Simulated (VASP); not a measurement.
# Pt in VASP: further runs, part 2 of 2

VASP 6.6.1. Earlier steps stand in the parts before.

**3. Single point, PBE (strain +0.050 along x and y, +0.025 along z)**

The input, INCAR:

```
SYSTEM = Pt
PREC = Accurate
ENCUT = 520
EDIFF = 1E-7
ISMEAR = 0
SIGMA = 0.15
LREAL = .False.
LASPH = .True.
NELM = 80
ALGO = Fast
ISIF = 2
LWAVE = .False.
LCHARG = .False.
GGA = PE
NBANDS = 11
```

The input, KPOINTS:

```
Automatic mesh
0
Gamma
  26 26 26
  0 0 0
```

The input, POSCAR:

```
Pt
1.0
    0.0000000000      2.0843078071      2.0346814308
    2.0843078071      0.0000000000      2.0346814308
    2.0843078071      2.0843078071      0.0000000000
Pt
1
Direct
    0.0000000000      0.0000000000      0.0000000000
```

Potentials or basis: VASP PAW PBE potentials, release 64 (Pt).

The run is started by

```console
cat potpaw_PBE.64/Pt/POTCAR > POTCAR
mpirun -np 1 vasp_std > vasp.out
```

OUTCAR:

```text
SYSTEM = Pt
   PREC = Accurate
   ENCUT = 520
   EDIFF = 1E-7
   ISMEAR = 0
   LREAL = .False.
   LASPH = .True.
   NELM = 80
   ISIF = 2
   GGA = PE

 ion  position               nearest neighbor table
   1  0.000  0.000  0.000-

  LATTYP: Found a body centered tetragonal cell.
 ALAT       =     2.9476563690
 C/A-ratio  =     1.3805418109

  Lattice vectors:

 A1 = (   0.0000000000,  -2.0843078071,  -2.0346814308)
 A2 = (   0.0000000000,   2.0843078071,  -2.0346814308)
 A3 = (   2.0843078071,   0.0000000000,   2.0346814308)

Analysis of symmetry for initial positions (statically):
=====================================================================
 Subroutine PRICEL returns:
 Original cell was already a primitive cell.

 Routine SETGRP: Setting up the symmetry group for a
 body centered tetragonal supercell.

 Subroutine GETGRP returns: Found 16 space group operations
 (whereof 16 operations were pure point group operations)
 out of a pool of 16 trial point group operations.

The static configuration has the point symmetry D_4h.

Analysis of symmetry for dynamics (positions and initial velocities):
=====================================================================
 Subroutine PRICEL returns:
 Original cell was already a primitive cell.

 Routine SETGRP: Setting up the symmetry group for a
 body centered tetragonal supercell.

 Subroutine GETGRP returns: Found 16 space group operations
 (whereof 16 operations were pure point group operations)
 out of a pool of 16 trial point group operations.

The dynamic configuration has the point symmetry D_4h.

 Subroutine INISYM returns: Found 16 space group operations
 (whereof 16 operations are pure point group operations),
 and found     1 'primitive' translations

----------------------------------------------------------------------------------------

                                     Primitive cell

  volume of cell :      17.6787

  direct lattice vectors                    reciprocal lattice vectors
     0.000000000  2.084307807  2.034681431    -0.239887793  0.239887793  0.245738715
     2.084307807  0.000000000  2.034681431     0.239887793 -0.239887793  0.245738715
     2.084307807  2.084307807  0.000000000     0.239887793  0.239887793 -0.245738715

  length of vectors
     2.912776607  2.912776607  2.947656369     0.418903118  0.418903118  0.418903118

  position of ions in fractional coordinates (direct lattice)
     0.000000000  0.000000000  0.000000000

  ion indices of the primitive-cell ions
   primitive index   ion index
                 1           1

----------------------------------------------------------------------------------------

 KPOINTS: Automatic mesh

Automatic generation of k-mesh.
 Grid dimensions read from file:
 generate k-points for:   26   26   26

 Generating k-lattice:

  Cartesian coordinates                     Fractional coordinates (reciprocal lattice)
    -0.009226454  0.009226454  0.009451489     0.038461538  0.000000000  0.000000000
     0.009226454 -0.009226454  0.009451489     0.000000000  0.038461538  0.000000000
     0.009226454  0.009226454 -0.009451489     0.000000000  0.000000000  0.038461538

  Length of vectors
     0.016111658  0.016111658  0.016111658

  Shift w.r.t. Gamma in fractional coordinates (k-lattice)
     0.000000000  0.000000000  0.000000000

 Subroutine IBZKPT returns following result:
 ===========================================

 Found   1330 irreducible k-points:

 Following reciprocal coordinates:
            Coordinates               Weight
  0.000000  0.000000  0.000000      1.000000
  0.038462  0.000000  0.000000      8.000000
  0.076923  0.000000  0.000000      8.000000
  0.115385  0.000000  0.000000      8.000000
  0.153846  0.000000  0.000000      8.000000
  0.192308  0.000000  0.000000      8.000000
[... 16 lines left out ...]
  0.346154  0.038462  0.000000      8.000000
  0.384615  0.038462  0.000000      8.000000
 [... further k-points ...]
   k-points           NKPTS =   1330   k-points in BZ     NKDIM =   1330   number of bands    NBANDS=     11
   number of dos      NEDOS =    301   number of ions     NIONS =      1
   total plane-waves  NPLWV =  13824
   dimension x,y,z NGX =    24 NGY =   24 NGZ =   24
   dimension x,y,z NGXF=    48 NGYF=   48 NGZF=   48
   ions per type =               1
   NGX,Y,Z   is equivalent  to a cutoff of  13.70, 13.70, 13.54 a.u.
   NGXF,Y,Z  is equivalent  to a cutoff of  27.40, 27.40, 27.07 a.u.
 SYSTEM =  Pt
   PREC   = accura    normal or accurate (medium, high low for compatibility)
   ISTART =      0    job   : 0-new  1-cont  2-samecut
   ICHARG =      2    charge: 1-file 2-atom 10-const
   ISPIN  =      1    spin polarized calculation?
   LNONCOLLINEAR =      F non collinear calculations
   LSORBIT =      F    spin-orbit coupling
   LASPH  =      T    aspherical Exc in radial PAW
   ENCUT  =  520.0 eV  38.22 Ry    6.18 a.u.   5.42  5.42  5.48*2*pi/ulx,y,z
   NELM   =     80;   NELMIN=  2; NELMDL= -5     # of ELM steps
   EDIFF  = 0.1E-06   stopping-criterion for ELM
   LREAL  =      F    real-space projection
   EDIFFG = 0.1E-05   stopping-criterion for IOM
   NSW    =      0    number of steps for IOM
   IBRION =     -1    ionic relax: 0-MD 1-quasi-New 2-CG
   NFREE  =      0    steps in history (QN), initial steepest desc. (CG)
   ISIF   =      2    stress and relaxation
   ISYM   =      2    0-nonsym 1-usesym 2-fastsym
   POTIM  = 0.5000    time-step for ionic-motion
   TEBEG  =    0.0;   TEEND  =   0.0 temperature during run
   PSTRESS=    0.0 pullay stress
   NELECT =      10.0000    total number of electrons
   NUPDOWN=      -1.0000    fix difference up-down
   EMIN   =  10.00;   EMAX   =-10.00  energy-range for DOS
   EFERMI =   0.00;   METHOD = LEGACY
   ISMEAR =     0;   SIGMA  =   0.15  broadening in eV -4-tet -1-fermi 0-gaus
   EFERMI_NEDOS =   21; number of points for ismear=-14 and -15
   IALGO  =     68    algorithm
   IMIX   =      4    mixing-type and parameters
     AMIX     =   0.40;   BMIX     =  1.00
     AMIX_MAG =   1.60;   BMIX_MAG =  1.00
  volume/ion in A,a.u.               =      17.68       119.30
  Fermi-wavevector in a.u.,A,eV,Ry     =   1.353915  2.558529 24.940653  1.833086
  Thomas-Fermi vector in A             =   2.481131
   LORBIT       =      0    0 simple, 1 ext, 2 COOP (PROOUT), +10 PAW based schemes
   GGA     = PE    functional components
   LHFCALC =     F    Hartree Fock is set to
   AEXX    =    0.0000 exact exchange contribution
   IVDW    =     0    specifies the selected vdW correction
   LEPSILON=     F    determine dielectric tensor
   LRPA    =     F    only Hartree local field effects (RPA)
 non-spin polarized calculation
 RMM-DIIS sequential band-by-band and
 Gauss-broadening in eV      SIGMA  =   0.15
  energy-cutoff  :      520.00
  volume of cell :       17.68
 maximum number of plane-waves:       507
 NGX is ok and might be reduce to    24
   NGX = 11   NGY = 11   NGZ = 11

 number of electron      10.0000001 magnetization

 Free energy of the ion-electron system (eV)
  ---------------------------------------------------
  ext. energy  EPLUGINS =         0.00000000
  ---------------------------------------------------
  free energy    TOTEN  =        -5.94866779 eV

  energy without entropy =       -5.92119406  energy(sigma->0) =       -5.93493093

 E-fermi :   8.4519     XC(G=0): -12.5514

 val. band max:        8.4517656707   @ k =   0.3846   0.3077   0.0000
 cond. band min:       8.4519436230   @ k =   0.5000   0.0000   0.0769
 fundamental gap:      0.0001779523
 Fermi energy:         8.4518769454

 k-point     1 :       0.0000    0.0000    0.0000
  band No.  band energies     occupation
      1      -0.0860      2.00000
      2       5.4687      2.00000
      3       5.4687      2.00000
      4       5.6931      2.00000
      5       7.0670      2.00000
      6       7.3152      2.00000
      7      23.4096      0.00000
      8      27.3348      0.00000
      9      27.3348      0.00000
     10      27.7848      0.00000
     11      32.2945      0.00000
[... 309 lines left out ...]
 k-point    24 :       0.3846    0.0385    0.0000
  band No.  band energies     occupation
      1       2.5974      2.00000
      2       5.5613      2.00000
      3       5.7120      2.00000
      4       6.4934      2.00000
      5       8.0752      1.99962
      6       8.1983      1.98318
      7      16.2334      0.00000
      8      23.5180      0.00000
      9      26.6580      0.00000
     10      27.8560      0.00000
     11      32.8677      0.00000

 [... further k-points ...]

------------------------ aborting loop because EDIFF is reached ----------------------------------------

  FORCE on cell =-STRESS in cart. coord.  units (eV):
  Direction    XX          YY          ZZ          XY          YZ          ZX
  --------------------------------------------------------------------------------------
  -------------------------------------------------------------------------------------
  Total       -2.4428639     -2.4428639     -2.3244451      0.0000000     -0.0000000     -0.0000000
  in kB     -221.3908840   -221.3908840   -210.6588691      0.0000000     -0.0000000     -0.0000000
  external PRESSURE =    -217.8135457 kB  Pullay stress =       0.0000000 kB

 VOLUME and BASIS-vectors are now :
 -----------------------------------------------------------------------------
  energy-cutoff  :      520.00
  volume of cell :       17.68
      direct lattice vectors                 reciprocal lattice vectors
     0.000000000  2.084307807  2.034681431    -0.239887793  0.239887793  0.245738715
     2.084307807  0.000000000  2.034681431     0.239887793 -0.239887793  0.245738715
     2.084307807  2.084307807  0.000000000     0.239887793  0.239887793 -0.245738715

 POSITION                                       TOTAL-FORCE (eV/Angst)
 -----------------------------------------------------------------------------------
      0.00000      0.00000      0.00000         0.000000      0.000000      0.000000
 -----------------------------------------------------------------------------------
    total drift:                               -0.000000      0.000000      0.000000

  FREE ENERGIE OF THE ION-ELECTRON SYSTEM (eV)
  ---------------------------------------------------
  free  energy   TOTEN  =        -5.9486677878 eV

  energy  without entropy=       -5.9211940644  energy(sigma->0) =       -5.93493093
```

stdout:

```text
POSCAR found type information on POSCAR Pt
 POSCAR found :  1 types and       1 ions
 scaLAPACK will be used
 LDA part: xc-table for (Slater+PW92), standard interpolation
 POSCAR, INCAR and KPOINTS ok, starting setup
 FFT: planning ... GRIDC
 FFT: planning ... GRID_SOFT
 FFT: planning ... GRID
 WAVECAR not read
 entering main loop
```

Run time: 74 s. Hardware: 1 thread of Intel Xeon 6975P-C (Granite Rapids), shared host; peak memory 0.37 GiB.

What came out:

```yaml
Free_energy: -5.9487 eV
Pressure: -21.8 GPa
Band_gap_on_the_k_mesh: zero (band 5 reaches 8.89 eV, above the bottom of band 6 at 7.13 eV)
```

Caveat: the cell differs from its parent crystal (strain +0.050 along x and y, +0.025 along z); spin-orbit coupling is left out, which moves the levels of the heavy elements.

**4. Single point, PBE (strain -0.050 along x and y, -0.050 along z)**

The input, INCAR:

```
SYSTEM = Pt
PREC     = Accurate       ! precision mode
ENCUT    = 520            ! plane-wave cutoff, eV
EDIFF    = 1E-6           ! SCF threshold, eV
ISMEAR   = 0              ! smearing method
SIGMA    = 0.15           ! smearing width, eV
LREAL    = .FALSE.        ! projectors in reciprocal space
LASPH    = .TRUE.         ! aspherical terms in the spheres
NELM     = 100            ! most SCF steps
ALGO     = Fast           ! electronic algorithm
ISIF     = 2              ! what is computed and relaxed
LWAVE    = .FALSE.        ! write WAVECAR
LCHARG   = .FALSE.        ! write CHGCAR
GGA      = PE             ! functional
NBANDS   = 11             ! bands
```

The input, KPOINTS:

```
regular mesh
0
G
  26 26 26
  0 0 0
```

The input, POSCAR:

```
Pt
1.0
    0.0000000000      1.8858023017      1.8858023017
    1.8858023017      0.0000000000      1.8858023017
    1.8858023017      1.8858023017      0.0000000000
Pt
1
Direct
    0.0000000000      0.0000000000      0.0000000000
```

The run is started by

```console
cat potpaw_PBE.64/Pt/POTCAR > POTCAR
mpirun -np 1 vasp_std > vasp.out
```

It took 25 s on 1 thread of Intel Xeon 6975P-C (Granite Rapids), shared host; peak memory 0.19 GiB.

The run converged. Its results:

```yaml
Free_energy: -5.7716 eV
Pressure: 57.3 GPa
Band_gap_on_the_k_mesh: zero (band 5 reaches 14.32 eV, above the bottom of band 6 at 11.56 eV)
```

Levels at points of the mesh, in eV from the Fermi level:
```
           k point  band 1  band 2  band 3  band 4  band 5  band 6  band 7  band 8  band 9  band 10
(0.00, 0.00, 0.00)  -11.62   -4.59   -4.59   -4.59   -1.97   -1.97   14.20   19.85   19.85    19.85
(0.50, 0.00, 0.00)   -8.66   -4.68   -4.68   -0.97    0.07    0.07    6.82   13.81   19.73    19.73
(0.50, 0.50, 0.00)   -8.50   -7.97    0.03    0.63    0.63    1.56   10.26   11.75   11.75    21.63
```

Caveat: the cell differs from its parent crystal (strain -0.050 along x and y, -0.050 along z); spin-orbit coupling is left out, which moves the levels of the heavy elements.

**5. Overview**

| cell | further INCAR settings | gap on the mesh (eV) | pressure (GPa) |
| --- | --- | --- | --- |
| a = 2.913, b = 2.913, c = 2.877 Å, angles 60.4, 60.4, 59.2°, 1 atom | ALGO = Fast; EDIFF = 1e-06; NBANDS = 11 | none | -18.7 |
| a = 2.913, b = 2.913, c = 2.948 Å, angles 59.6, 59.6, 60.8°, 1 atom | ALGO = Fast; EDIFF = 1e-07; NBANDS = 11 | none | -21.8 |
| a = 2.667 Å, angles 60.0°, 1 atom | ALGO = Fast; EDIFF = 1e-06; NBANDS = 11 | none | 57.3 |

Alike in all rows: task single point; level PBE; potentials or basis VASP PAW PBE potentials, release 64 (Pt); no spin polarisation; k mesh 26 × 26 × 26; cutoff (eV) 520; smearing gaussian 0.15 eV.

Caveats: spin-orbit coupling is left out, which moves the levels of the heavy elements.

Absolute energies hang on the potentials; compare differences alone.
